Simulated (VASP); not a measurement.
Input of a VASP 6.6.1 run:

The input INCAR:

```
PREC = Accurate
ENCUT = 520
EDIFF = 1E-6
ISMEAR = -1
SIGMA = 0.1
LREAL = False
LASPH = True
NELM = 100
ALGO = Normal
ISIF = 2
LWAVE = False
LCHARG = True
GGA = PE
LELF = True
LVHAR = True
NBANDS = 12
```

Contents of KPOINTS:

```
regular mesh
0
Gamma
  19 19 19
```

The input POSCAR:

```
Sc
1.0
    0.0000000000      2.3130827664      2.3130827664
    2.3130827664      0.0000000000      2.3130827664
    2.3130827664      2.3130827664      0.0000000000
Sc
1
Direct
    0.0000000000      0.0000000000      0.0000000000
```

Potentials or basis: VASP PAW PBE potentials, release 64 (Sc_sv).

Run with:

```sh
$ cat potpaw_PBE.64/Sc_sv/POTCAR > POTCAR
$ mpirun -np 1 vasp_std > vasp.out
```

Problem. What does it give for the band gap on the k mesh?

Solution. Zero (an odd number of electrons rules out a gap without spin polarisation).

Problem. What does it give for the pressure?

Solution. 0.1 GPa.
